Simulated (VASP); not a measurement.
# Te2Mo in VASP: notebook, part 2 of 2

VASP 6.6.1. Earlier steps stand in the parts before.

## (3) Single point, LDA

This run uses another cell than the first one, of 127.09 Å³/atom, 1.008 times its volume.

Contents of INCAR:

```
PREC     = Accurate       # precision mode
ENCUT    = 520            # plane-wave cutoff, eV
EDIFF    = 1E-7           # SCF threshold, eV
ISMEAR   = -1             # smearing method
SIGMA    = 0.05           # smearing width, eV
LREAL    = F              # projectors in reciprocal space
LASPH    = T              # aspherical terms in the spheres
NELM     = 60             # most SCF steps
ALGO     = Normal         # electronic algorithm
ISIF     = 2              # what is computed and relaxed
LWAVE    = F              # write WAVECAR
LCHARG   = T              # write CHGCAR
LELF     = T              # ELF
LVHAR    = T            
NBANDS   = 35             # bands
```

Contents of KPOINTS:

```
Automatic mesh
0
Gamma
  3 6 1
```

Contents of POSCAR:

```
Te2Mo
1.0
    6.2352764748      0.0000000000      0.0013471582
    0.0000000000      3.3839860867      0.0000000000
   -0.0763777818      0.0000000000     36.1397423954
Te Mo
4 2
Direct
    0.4312561616      0.7500000000      0.5406507092
    0.5687438384      0.2500000000      0.4593492908
    0.9201865364      0.2500000000      0.5565496061
    0.0798134636      0.7500000000      0.4434503939
    0.1812912649      0.2500000000      0.4976165609
    0.8187087351      0.7500000000      0.5023834391
```

Potentials or basis: VASP PAW LDA potentials, release 64 (Te, Mo_sv).

On the command line:

```sh
> cat potpaw_LDA.64/Te/POTCAR potpaw_LDA.64/Mo_sv/POTCAR > POTCAR
> mpirun -np 1 vasp_std > vasp.out
```

OUTCAR:

```text
PREC = Accurate
   ENCUT = 520
   EDIFF = 1E-7
   ISMEAR = -1
   LREAL = F
   LASPH = T
   NELM = 60
   ISIF = 2

 ion  position               nearest neighbor table
   1  0.431  0.750  0.541-   5 2.78   5 2.78   6 2.79   2 3.50   2 3.50   3 3.53   3 3.53   3 3.65
                             3 3.65
   2  0.569  0.250  0.459-   6 2.78   6 2.78   5 2.79   1 3.50   1 3.50   4 3.53   4 3.53   4 3.65
                             4 3.65
   3  0.920  0.250  0.557-   6 2.66   6 2.66   5 2.68   1 3.53   1 3.53   1 3.65   1 3.65
   4  0.080  0.750  0.443-   5 2.66   5 2.66   6 2.68   2 3.53   2 3.53   2 3.65   2 3.65
   5  0.181  0.250  0.498-   4 2.66   4 2.66   3 2.68   1 2.78   1 2.78   2 2.79   6 2.83   6 2.83

   6  0.819  0.750  0.502-   3 2.66   3 2.66   4 2.68   2 2.78   2 2.78   1 2.79   5 2.83   5 2.83

  LATTYP: Found a simple monoclinic cell.
 ALAT       =     6.2352766203
 B/A-ratio  =     0.5427162727
 C/A-ratio  =     5.7960256304
 COS(beta)  =    -0.0018973428

  Lattice vectors:

 A1 = (   6.2352764748,   0.0000000000,   0.0013471582)
 A2 = (   0.0000000000,   3.3839860867,   0.0000000000)
 A3 = (  -0.0763777818,   0.0000000000,  36.1397423954)

Analysis of symmetry for initial positions (statically):
=====================================================================
 Subroutine PRICEL returns:
 Original cell was already a primitive cell.

 Routine SETGRP: Setting up the symmetry group for a
 simple monoclinic supercell.

 Subroutine GETGRP returns: Found  4 space group operations
 (whereof  2 operations were pure point group operations)
 out of a pool of  4 trial point group operations.

The static configuration has the point symmetry S_2 .
 The point group associated with its full space group is C_2h.

Analysis of symmetry for dynamics (positions and initial velocities):
=====================================================================
 Subroutine PRICEL returns:
 Original cell was already a primitive cell.

 Routine SETGRP: Setting up the symmetry group for a
 simple monoclinic supercell.

 Subroutine GETGRP returns: Found  4 space group operations
 (whereof  2 operations were pure point group operations)
 out of a pool of  4 trial point group operations.

The dynamic configuration has the point symmetry S_2 .
 The point group associated with its full space group is C_2h.

 Subroutine INISYM returns: Found  4 space group operations
 (whereof  2 operations are pure point group operations),
 and found     1 'primitive' translations

----------------------------------------------------------------------------------------

                                     Primitive cell

  volume of cell :     762.5521

  direct lattice vectors                    reciprocal lattice vectors
     6.235276475  0.000000000  0.001347158     0.160377739  0.000000000  0.000338943
     0.000000000  3.383986087  0.000000000     0.000000000  0.295509489  0.000000000
    -0.076377782  0.000000000 36.139742395    -0.000005978  0.000000000  0.027670356

  length of vectors
     6.235276620  3.383986087 36.139823104     0.160378097  0.295509489  0.027670357

  position of ions in fractional coordinates (direct lattice)
     0.431256162  0.750000000  0.540650709
     0.568743838  0.250000000  0.459349291
     0.920186536  0.250000000  0.556549606
     0.079813464  0.750000000  0.443450394
[... 42 lines left out ...]
  0.000000  0.166667  0.000000      2.000000
  0.333333  0.166667  0.000000      4.000000
  0.000000  0.333333  0.000000      2.000000
  0.333333  0.333333  0.000000      4.000000
  0.000000  0.500000  0.000000      1.000000
  0.333333  0.500000  0.000000      2.000000
   k-points           NKPTS =      8   k-points in BZ     NKDIM =      8   number of bands    NBANDS=     35
   number of dos      NEDOS =    301   number of ions     NIONS =      6
   total plane-waves  NPLWV = 362880
   dimension x,y,z NGX =    48 NGY =   28 NGZ =  270
   dimension x,y,z NGXF=    96 NGYF=   56 NGZF=  540
   ions per type =               4   2
   NGX,Y,Z   is equivalent  to a cutoff of  12.80, 13.76, 12.42 a.u.
   NGXF,Y,Z  is equivalent  to a cutoff of  25.60, 27.51, 24.84 a.u.
 SYSTEM =  unknown system
   PREC   = accura    normal or accurate (medium, high low for compatibility)
   ISTART =      0    job   : 0-new  1-cont  2-samecut
   ICHARG =      2    charge: 1-file 2-atom 10-const
   ISPIN  =      1    spin polarized calculation?
   LNONCOLLINEAR =      F non collinear calculations
   LSORBIT =      F    spin-orbit coupling
   LASPH  =      T    aspherical Exc in radial PAW
   ENCUT  =  520.0 eV  38.22 Ry    6.18 a.u.  11.59  6.29 67.20*2*pi/ulx,y,z
   NELM   =     60;   NELMIN=  2; NELMDL= -5     # of ELM steps
   EDIFF  = 0.1E-06   stopping-criterion for ELM
   LREAL  =      F    real-space projection
   EDIFFG = 0.1E-05   stopping-criterion for IOM
   NSW    =      0    number of steps for IOM
   IBRION =     -1    ionic relax: 0-MD 1-quasi-New 2-CG
   NFREE  =      0    steps in history (QN), initial steepest desc. (CG)
   ISIF   =      2    stress and relaxation
   ISYM   =      2    0-nonsym 1-usesym 2-fastsym
   POTIM  = 0.5000    time-step for ionic-motion
   TEBEG  =    0.0;   TEEND  =   0.0 temperature during run
   PSTRESS=    0.0 pullay stress
   NELECT =      52.0000    total number of electrons
   NUPDOWN=      -1.0000    fix difference up-down
   EMIN   =  10.00;   EMAX   =-10.00  energy-range for DOS
   EFERMI =   0.00;   METHOD = LEGACY
   ISMEAR =    -1;   SIGMA  =   0.05  broadening in eV -4-tet -1-fermi 0-gaus
   EFERMI_NEDOS =   21; number of points for ismear=-14 and -15
   IALGO  =     38    algorithm
   IMIX   =      4    mixing-type and parameters
     AMIX     =   0.40;   BMIX     =  1.00
     AMIX_MAG =   1.60;   BMIX_MAG =  1.00
  volume/ion in A,a.u.               =     127.09       857.66
  Fermi-wavevector in a.u.,A,eV,Ry     =   0.668836  1.263916  6.086446  0.447341
  Thomas-Fermi vector in A             =   1.743868
   LORBIT       =      0    0 simple, 1 ext, 2 COOP (PROOUT), +10 PAW based schemes
   GGA     = CA    functional components
   LHFCALC =     F    Hartree Fock is set to
   AEXX    =    0.0000 exact exchange contribution
   IVDW    =     0    specifies the selected vdW correction
   LEPSILON=     F    determine dielectric tensor
   LRPA    =     F    only Hartree local field effects (RPA)
 non-spin polarized calculation
  energy-cutoff  :      520.00
  volume of cell :      762.55
 maximum number of plane-waves:     20581
 NGX is ok and might be reduce to    48
   NGX = 23   NGY = 13   NGZ =135

 number of electron      52.0000002 magnetization

 Free energy of the ion-electron system (eV)
  ---------------------------------------------------
  ext. energy  EPLUGINS =         0.00000000
  ---------------------------------------------------
  free energy    TOTEN  =       -40.86145884 eV

  energy without entropy =      -40.85235877  energy(sigma->0) =      -40.85690880

 E-fermi :  -2.2867     XC(G=0):  -2.3939

 val. band max:       -2.5546676748   @ k =   0.3333   0.0000   0.0000
 cond. band min:      -2.2854825229   @ k =   0.0000   0.1667   0.0000
 fundamental gap:      0.2691851519
 Fermi energy:        -2.2866550573

 k-point     1 :       0.0000    0.0000    0.0000
  band No.  band energies     occupation
      1     -62.8816      2.00000
      2     -62.8031      2.00000
      3     -37.3677      2.00000
      4     -37.2615      2.00000
      5     -37.2423      2.00000
      6     -37.0922      2.00000
[... 293 lines left out ...]
     34       1.3907      0.00000
     35       2.6830      0.00000

------------------------ aborting loop because EDIFF is reached ----------------------------------------

  FORCE on cell =-STRESS in cart. coord.  units (eV):
  Direction    XX          YY          ZZ          XY          YZ          ZX
  --------------------------------------------------------------------------------------
  -------------------------------------------------------------------------------------
  Total        0.2758637      0.2057649      0.3085829      0.0000000      0.0000000      0.0076193
  in kB        0.5796096      0.4323270      0.6483551      0.0000000      0.0000000      0.0160087
  external PRESSURE =       0.5534306 kB  Pullay stress =       0.0000000 kB

 VOLUME and BASIS-vectors are now :
 -----------------------------------------------------------------------------
  energy-cutoff  :      520.00
  volume of cell :      762.55
      direct lattice vectors                 reciprocal lattice vectors
     6.235276475  0.000000000  0.001347158     0.160377739  0.000000000  0.000338943
     0.000000000  3.383986087  0.000000000     0.000000000  0.295509489  0.000000000
    -0.076377782  0.000000000 36.139742395    -0.000005978  0.000000000  0.027670356

 POSITION                                       TOTAL-FORCE (eV/Angst)
 -----------------------------------------------------------------------------------
      2.64771      2.53799     19.53956         0.004699      0.000000      0.038249
      3.51119      0.84600     16.60153        -0.004699     -0.000000     -0.038249
      5.69511      0.84600     20.11480        -0.000577      0.000000      0.054836
      0.46379      2.53799     16.02629         0.000577      0.000000     -0.054836
      1.09239      0.84600     17.98398         0.026485      0.000000      0.001503
      5.06650      2.53799     18.15711        -0.026485      0.000000     -0.001503
 -----------------------------------------------------------------------------------
    total drift:                                0.000000      0.000000      0.000000

  FREE ENERGIE OF THE ION-ELECTRON SYSTEM (eV)
  ---------------------------------------------------
  free  energy   TOTEN  =       -40.8614588364 eV

  energy  without entropy=      -40.8523587717  energy(sigma->0) =      -40.85690880
```

Run time: 8.3 min. Hardware: 1 thread of AMD EPYC 9R14 (Zen 4), shared host; peak memory 0.6 GiB.

What came out:

* Free energy: -40.8615 eV
* Largest force: 0.055 eV/Å
* Band gap on the k mesh: zero (band 26 reaches -1.89 eV, above the bottom of band 27 at -2.29 eV)

Forces in eV/Å, atoms in the order of the input:
```
Te   0.005  0.000  0.038
Te  -0.005  0.000 -0.038
Te  -0.001  0.000  0.055
Te   0.001  0.000 -0.055
Mo   0.026  0.000  0.002
Mo  -0.026  0.000 -0.002
```

Levels at points of the mesh, in eV from the Fermi level:
```
           k point  band 23  band 24  band 25  band 26  band 27  band 28  band 29  band 30
(0.00, 0.00, 0.00)    -1.05    -0.49    -0.30     0.40     0.69     1.33     1.75     2.17
(0.00, 0.50, 0.00)    -1.66    -1.66    -1.45    -1.45     1.25     1.25     1.59     1.59
```

Caveat: spin-orbit coupling is left out, which moves the levels of the heavy elements.
